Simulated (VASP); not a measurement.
Set up this calculation in VASP 6.6.1, as the native input.

- Task: single point
- Functional: PBE
- Potentials or basis: VASP PAW PBE potentials, release 64 (Al, N)
- Cutoff: 520 eV
- k mesh: 10 × 10 × 10
- Occupations: gaussian, width 0.05 eV
- Spin: no spin polarisation
- Dipole correction: no
- Further INCAR settings: ALGO = Normal; EDIFF = 1e-07; NBANDS = 11

The structure of AlN lies in POSCAR:

```
AlN
1.0
    0.0000000000      2.0349105802      2.0349105802
    2.0349105802      0.0000000000      2.0349105802
    2.0349105802      2.0349105802      0.0000000000
Al N
1 1
Direct
    0.5000000000      0.5000000000      0.5000000000
    0.0000000000      0.0000000000      0.0000000000
```

One way to write it, as run:

INCAR

```
SYSTEM = AlN
  PREC = Accurate
  ENCUT = 520
  EDIFF = 1E-7
  ISMEAR = 0
  SIGMA = 0.05
  LREAL = .False.
  LASPH = .True.
  NELM = 80
  ALGO = Normal
  ISIF = 2
  LWAVE = .False.
  LCHARG = .False.
  GGA = PE
  NBANDS = 11
```

KPOINTS

```
regular mesh
0
Gamma
  10 10 10
  0 0 0
```

Potentials or basis: VASP PAW PBE potentials, release 64 (Al, N).

Launch:

```console
$ cat potpaw_PBE.64/Al/POTCAR potpaw_PBE.64/N/POTCAR > POTCAR
$ mpirun -np 1 vasp_std > vasp.out
```

Results of the run:

```
Pressure               : -0.1 GPa
Band gap on the k mesh : 4.42 eV, indirect (least direct gap 5.40 eV)
```

Run time: 5.4 s on 1 thread of AMD EPYC 9R45 96-Core Processor (Zen 5), with other jobs on the host, peak memory 0.1 GiB.
